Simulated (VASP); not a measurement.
# MgB2 (P6/mmm) in VASP: notebook, part 3 of 3

VASP 6.6.1. The steps go on from the part before.

### 4 Relaxation of cell and atoms, PBEsol

This run uses another cell than the first one, of 9.68 Å³/atom, 1.087 times its volume.

Contents of INCAR:

```
SYSTEM = MgB2
PREC = Accurate ; ENCUT = 600
EDIFF = 1E-6 ; ISMEAR = -1
SIGMA = 0.05 ; LREAL = .False.
LASPH = .True. ; NELM = 100
ALGO = Normal ; ISIF = 3
LWAVE = .False. ; LCHARG = .False.
GGA = PS ; IBRION = 2
NSW = 80 ; EDIFFG = -0.005
```

Contents of KPOINTS:

```
Automatic mesh
0
Gamma
  10 10 8
  0 0 0
```

Contents of POSCAR:

```
MgB2
1.0
    3.0850000000      0.0000000000      0.0000000000
   -1.5425000000      2.6716883707      0.0000000000
    0.0000000000      0.0000000000      3.5230000000
Mg B
1 2
Direct
    0.0000000000      0.0000000000      0.0000000000
    0.6666666667      0.3333333333      0.5000000000
    0.3333333333      0.6666666667      0.5000000000
```

Potentials or basis: VASP PAW PBE potentials, release 64 (Mg, B).

Command:

```
$ cat potpaw_PBE.64/Mg/POTCAR potpaw_PBE.64/B/POTCAR > POTCAR
$ mpirun -np 1 vasp_std > vasp.out
```

OUTCAR:

```text
SYSTEM = MgB2
   PREC = Accurate
   ENCUT = 600
   EDIFF = 1E-6
   ISMEAR = -1
   LREAL = .False.
   LASPH = .True.
   NELM = 100
   ISIF = 3
   GGA = PS
   IBRION = 2
   NSW = 80
   EDIFFG = -0.005

 ion  position               nearest neighbor table
   1  0.000  0.000  0.000-   2 2.51   3 2.51   2 2.51   3 2.51   2 2.51   2 2.51   3 2.51   3 2.51
                             2 2.51   2 2.51   3 2.51   3 2.51
   2  0.667  0.333  0.500-   3 1.78   3 1.78   3 1.78   1 2.51   1 2.51   1 2.51   1 2.51   1 2.51
                             1 2.51
   3  0.333  0.667  0.500-   2 1.78   2 1.78   2 1.78   1 2.51   1 2.51   1 2.51   1 2.51   1 2.51
                             1 2.51

  LATTYP: Found a hexagonal cell.
 ALAT       =     3.0850000000
 C/A-ratio  =     1.1419773096

  Lattice vectors:

 A1 = (   3.0850000000,   0.0000000000,   0.0000000000)
 A2 = (  -1.5425000000,   2.6716883707,   0.0000000000)
 A3 = (   0.0000000000,   0.0000000000,   3.5230000000)

Analysis of symmetry for initial positions (statically):
=====================================================================
 Subroutine PRICEL returns:
 Original cell was already a primitive cell.

 Routine SETGRP: Setting up the symmetry group for a
 hexagonal supercell.

 Subroutine GETGRP returns: Found 24 space group operations
 (whereof 24 operations were pure point group operations)
 out of a pool of 24 trial point group operations.

The static configuration has the point symmetry D_6h.

Analysis of symmetry for dynamics (positions and initial velocities):
=====================================================================
 Subroutine PRICEL returns:
 Original cell was already a primitive cell.

 Routine SETGRP: Setting up the symmetry group for a
 hexagonal supercell.

 Subroutine GETGRP returns: Found 24 space group operations
 (whereof 24 operations were pure point group operations)
[... 131 lines left out ...]
   AEXX    =    0.0000 exact exchange contribution
   IVDW    =     0    specifies the selected vdW correction
   LEPSILON=     F    determine dielectric tensor
   LRPA    =     F    only Hartree local field effects (RPA)
 conjugate gradient relaxation of ions
 non-spin polarized calculation
  energy-cutoff  :      600.00
  volume of cell :       29.04
 maximum number of plane-waves:       986
 NGX is ok and might be reduce to    28
   NGX = 13   NGY = 13   NGZ = 15

--------------------------------------- Ionic step        1  -------------------------------------------

 number of electron       8.0000000 magnetization

 Free energy of the ion-electron system (eV)
  ---------------------------------------------------
  ext. energy  EPLUGINS =         0.00000000
  ---------------------------------------------------
  free energy    TOTEN  =       -16.21996249 eV

  energy without entropy =      -16.21353439  energy(sigma->0) =      -16.21674844

------------------------ aborting loop because EDIFF is reached ----------------------------------------

  FORCE on cell =-STRESS in cart. coord.  units (eV):
  Direction    XX          YY          ZZ          XY          YZ          ZX
  --------------------------------------------------------------------------------------
  -------------------------------------------------------------------------------------
  Total       -0.5296079     -0.5296079     -0.5965618      0.0000000     -0.0000000      0.0000000
  in kB      -29.2221029    -29.2221029    -32.9164048      0.0000000     -0.0000000      0.0000000
  external PRESSURE =     -30.4535369 kB  Pullay stress =       0.0000000 kB
[... 135 lines left out ...]
--------------------------------------- Ionic step        5  -------------------------------------------

 number of electron       8.0000000 magnetization

 Free energy of the ion-electron system (eV)
  ---------------------------------------------------
  ext. energy  EPLUGINS =         0.00000000
  ---------------------------------------------------
  free energy    TOTEN  =       -16.22621845 eV

  energy without entropy =      -16.21995749  energy(sigma->0) =      -16.22308797

 E-fermi :   5.4135     XC(G=0): -11.0817

 val. band max:        5.3785467252   @ k =   0.1000   0.0000   0.1250
 cond. band min:       5.4606049460   @ k =   0.3000   0.2000   0.0000
 fundamental gap:      0.0820582208
 Fermi energy:         5.4135248156

 k-point     1 :       0.0000    0.0000    0.0000
  band No.  band energies     occupation
      1      -7.1653      2.00000
      2       2.4560      2.00000
      3       5.7284      0.00368
      4       5.7284      0.00368
      5       7.1512      0.00000
      6      11.6668      0.00000
      7      11.6668      0.00000
      8      13.5936      0.00000
[... 243 lines left out ...]
 k-point    24 :       0.4000    0.1000    0.1250
  band No.  band energies     occupation
      1      -3.5093      2.00000
      2      -1.7554      2.00000
      3       2.4957      2.00000
      4       4.7148      2.00000
      5       7.6111      0.00000
      6      10.5874      0.00000
      7      11.8919      0.00000
      8      13.8361      0.00000

 [... further k-points ...]
[... 5 lines left out ...]
  --------------------------------------------------------------------------------------
  -------------------------------------------------------------------------------------
  Total       -0.0021747     -0.0021747      0.0048427     -0.0000000      0.0000000      0.0000000
  in kB       -0.1226650     -0.1226650      0.2731543     -0.0000000      0.0000000      0.0000000
  external PRESSURE =       0.0092747 kB  Pullay stress =       0.0000000 kB
[... 18 lines left out ...]
  FREE ENERGIE OF THE ION-ELECTRON SYSTEM (eV)
  ---------------------------------------------------
  free  energy   TOTEN  =       -16.2262184493 eV

  energy  without entropy=      -16.2199574903  energy(sigma->0) =      -16.22308797

 reached required accuracy - stopping structural energy minimisation
```

CONTCAR:

```text
MgB2
   1.00000000000000
     3.0699333938998272    0.0000000000000000    0.0000000000000000
    -1.5349666969499136    2.6586403070680684   -0.0000000000000000
    -0.0000000000000000   -0.0000000000000000    3.4801458751699541
  Mg              B
     1     2
Direct
     0.0000000000000000    0.0000000000000000    0.0000000000000000
     0.6666666667000030    0.3333333332999970    0.5000000000000000
     0.3333333332999970    0.6666666667000030    0.5000000000000000

  0.00000000E+00  0.00000000E+00  0.00000000E+00
  0.00000000E+00  0.00000000E+00  0.00000000E+00
  0.00000000E+00  0.00000000E+00  0.00000000E+00
```

Wall time 2 min (1 thread of AMD EPYC 7R13, shared host); peak memory 0.15 GiB.

What came out:

```
Free energy                            : -16.2262 eV
Relaxed volume                         : 9.47 Å³/atom
Relaxed cell                           : a = 3.070 Å, b = 3.070 Å, c = 3.480 Å, α = 90.00°, β = 90.00°, γ = 120.00°
Space group after relaxing (to 0.05 Å) : P6/mmm (No. 191)
Energy gained by relaxing              : 2.1 meV/atom
Ionic steps                            : 5
Pressure after relaxing                : 0.0 GPa
Band gap on the k mesh                 : zero (band 4 reaches 6.54 eV, above the bottom of band 5 at 3.96 eV)
```

The path:
```
step  energy change (eV)  largest force (eV/Å)  pressure (GPa)  volume (Å³)
   1              0.0000                0.0000           -3.05        29.04
   2             -0.0052                0.0000            1.01        28.27
   3             -0.0057                0.0000            0.04        28.45
   4             -0.0062                0.0000            0.01        28.42
   5             -0.0063                0.0000            0.00        28.40
```

Final structure:
```cif
data_structure
_symmetry_space_group_name_H-M 'P 1'
_symmetry_Int_Tables_number 1
_cell_length_a 3.0699
_cell_length_b 3.0699
_cell_length_c 3.4801
_cell_angle_alpha 90.000
_cell_angle_beta 90.000
_cell_angle_gamma 120.000
_cell_volume 28.40
loop_
_atom_site_label
_atom_site_type_symbol
_atom_site_fract_x
_atom_site_fract_y
_atom_site_fract_z
_atom_site_occupancy
Mg1 Mg 0.00000 0.00000 0.00000 1
B1 B 0.66667 0.33333 0.50000 1
B2 B 0.33333 0.66667 0.50000 1
```

Caveat: the PAW data sets were made with another functional, which shifts forces and pressure a little.

### 5 Relaxation of cell and atoms, PBEsol, target pressure 5 GPa, at which the enthalpy is minimised

This run uses another cell than the first one, of 9.68 Å³/atom, 1.087 times its volume.

Contents of INCAR:

```
SYSTEM = MgB2
ALGO = Normal ; EDIFF = 1E-7
EDIFFG = -0.005 ; ENCUT = 600
GGA = PS ; IBRION = 2
ISIF = 3 ; ISMEAR = -1
LASPH = .True. ; LCHARG = .False.
LREAL = .False. ; LWAVE = .False.
NELM = 80 ; NSW = 80
PREC = Accurate ; PSTRESS = 50.0
SIGMA = 0.05
```

Contents of KPOINTS:

```
k-points
0
Gamma
  10 10 8
  0 0 0
```

POSCAR is that of step 4.

Command:

```
$ cat potpaw_PBE.64/Mg/POTCAR potpaw_PBE.64/B/POTCAR > POTCAR
$ mpirun -np 1 vasp_std > vasp.out
```

It took 2.1 min on 1 thread of AMD EPYC 7R13, shared host; peak memory 0.15 GiB.

It converged, with:

```
Free energy                                            : -16.2125 eV
Relaxed volume                                         : 9.17 Å³/atom
Relaxed cell                                           : a = 3.045 Å, b = 3.045 Å, c = 3.426 Å, α = 90.00°, β = 90.00°, γ = 120.00°
Space group after relaxing (to 0.05 Å)                 : P6/mmm (No. 191)
Energy change on relaxing (the enthalpy is what falls) : +2.5 meV/atom
Ionic steps                                            : 5
Pressure after relaxing                                : 5.0 GPa
Band gap on the k mesh                                 : zero (band 4 reaches 6.83 eV, above the bottom of band 5 at 4.13 eV)
```

Step by step:
| step | energy change (eV) | largest force (eV/Å) | pressure (GPa) | volume (Å³) |
| --- | --- | --- | --- | --- |
| 1 | 0.0000 | 0.0000 | -3.04 | 29.04 |
| 2 | 0.0311 | 0.0000 | 8.73 | 27.04 |
| 3 | 0.0074 | 0.0000 | 5.04 | 27.60 |
| 4 | 0.0068 | 0.0000 | 5.03 | 27.54 |
| 5 | 0.0075 | 0.0000 | 5.03 | 27.51 |

Final structure:
```
Mg B
1.0
     3.04501    0.00000    0.00000
    -1.52251    2.63706    0.00000
     0.00000    0.00000    3.42578
Mg B
1 2
Cartesian
  0.0000 0.0000 0.0000
  1.5225 0.8790 1.7129
  0.0000 1.7580 1.7129
```

Levels at points of the mesh, in eV from the Fermi level:
```csv
k point,band 1,band 2,band 3,band 4,band 5,band 6,band 7,band 8
"(0.00, 0.00, 0.00)",-12.77,-2.94,0.29,0.29,1.94,6.31,6.31,8.40
"(0.50, 0.00, 0.00)",-8.76,-8.13,-2.33,0.24,3.23,3.80,5.70,7.68
"(0.00, 0.00, 0.50)",-11.36,-7.73,0.73,0.73,6.64,6.64,8.04,10.76
"(0.50, 0.00, 0.50)",-7.66,-7.13,-3.80,-2.01,-1.43,5.89,9.06,9.09
```

Caveat: the cell is relaxed towards a set pressure, so the enthalpy falls and the energy may rise; the PAW data sets were made with another functional, which shifts forces and pressure a little.

### 6 Relaxation of cell and atoms, PBEsol, target pressure 10 GPa, at which the enthalpy is minimised

This run uses another cell than the first one, of 9.68 Å³/atom, 1.087 times its volume.

Contents of INCAR:

```
ALGO = Normal
EDIFF = 1E-6
EDIFFG = -0.005
ENCUT = 600
GGA = PS
IBRION = 2
ISIF = 3
ISMEAR = -1
LASPH = True
LCHARG = False
LREAL = False
LWAVE = False
NELM = 80
NSW = 80
PREC = Accurate
PSTRESS = 100.0
SIGMA = 0.05
```

Contents of KPOINTS:

```
k-points
0
Gamma
  10 10 8
```

POSCAR is that of step 5.

Potentials or basis: VASP PAW PBE potentials, release 64 (Mg, B).

Command:

```
$ cat potpaw_PBE.64/Mg/POTCAR potpaw_PBE.64/B/POTCAR > POTCAR
$ mpirun -np 1 vasp_std > vasp.out
```

Wall time 1.7 min (1 thread of AMD EPYC 7R13, shared host); peak memory 0.15 GiB.

It converged, with:

- Free energy: -16.1762 eV
- Relaxed volume: 8.91 Å³/atom
- Relaxed cell: a = 3.023 Å, b = 3.023 Å, c = 3.378 Å, α = 90.00°, β = 90.00°, γ = 120.00°
- Space group after relaxing (to 0.05 Å): P6/mmm (No. 191)
- Energy change on relaxing (the enthalpy is what falls): +14.6 meV/atom
- Ionic steps: 5
- Pressure after relaxing: 10.0 GPa
- Band gap on the k mesh: zero (band 4 reaches 7.09 eV, above the bottom of band 5 at 4.28 eV)

The path:
```tsv
step	energy change (eV)	largest force (eV/Å)	pressure (GPa)	volume (Å³)
1	0.0000	0.0000	-3.05	29.04
2	0.1290	0.0000	17.88	25.85
3	0.0420	0.0000	10.03	26.86
4	0.0416	0.0000	10.03	26.78
5	0.0437	0.0000	10.03	26.73
```

Final structure:
```
CELL_PARAMETERS angstrom
3.02277 0.00000 0.00000
-1.51138 2.61779 0.00000
0.00000 0.00000 3.37814
ATOMIC_POSITIONS crystal
Mg 0.00000 0.00000 0.00000
B 0.66667 0.33333 0.50000
B 0.33333 0.66667 0.50000
```

Levels at points of the mesh, in eV from the Fermi level:
| k point | band 1 | band 2 | band 3 | band 4 | band 5 | band 6 | band 7 | band 8 |
| --- | --- | --- | --- | --- | --- | --- | --- | --- |
| (0.00, 0.00, 0.00) | -12.94 | -2.92 | 0.28 | 0.28 | 2.12 | 6.37 | 6.37 | 8.60 |
| (0.50, 0.00, 0.00) | -8.86 | -8.26 | -2.39 | 0.28 | 3.35 | 3.82 | 5.94 | 8.03 |
| (0.00, 0.00, 0.50) | -11.46 | -7.85 | 0.74 | 0.74 | 6.69 | 6.69 | 8.13 | 11.20 |
| (0.50, 0.00, 0.50) | -7.71 | -7.22 | -3.88 | -2.06 | -1.46 | 6.04 | 9.21 | 9.33 |

Caveat: the cell is relaxed towards a set pressure, so the enthalpy falls and the energy may rise; the PAW data sets were made with another functional, which shifts forces and pressure a little.

### 7 Overview

```tsv
task	cell	cutoff (eV)	gap on the mesh (eV)	pressure (GPa)
single point	a = 3.021, b = 3.021, c = 3.380 Å, angles 90.0, 90.0, 120.0°, 3 atoms	520	none	10.1
single point	a = 3.068, b = 3.068, c = 3.483 Å, angles 90.0, 90.0, 120.0°, 3 atoms	520	none	0.1
relaxation of cell and atoms	relaxed from a = 3.085, b = 3.085, c = 3.523 Å, angles 90.0, 90.0, 120.0°, 3 atoms	600	none	0.0
relaxation of cell and atoms	relaxed to 5 GPa from a = 3.085, b = 3.085, c = 3.523 Å, angles 90.0, 90.0, 120.0°, 3 atoms	600	none	5.0
relaxation of cell and atoms	relaxed to 10 GPa from a = 3.085, b = 3.085, c = 3.523 Å, angles 90.0, 90.0, 120.0°, 3 atoms	600	none	10.0
```

Alike in all rows: level PBEsol; potentials or basis VASP PAW PBE potentials, release 64 (Mg, B); no spin polarisation; k mesh 10 × 10 × 8; smearing fermi-dirac 0.05 eV.

Caveats: the PAW data sets were made with another functional, which shifts forces and pressure a little; the cell is relaxed towards a set pressure, so the enthalpy falls and the energy may rise (some runs).

Total energies depend on the potentials used, so only differences within one code and one set of settings carry meaning.
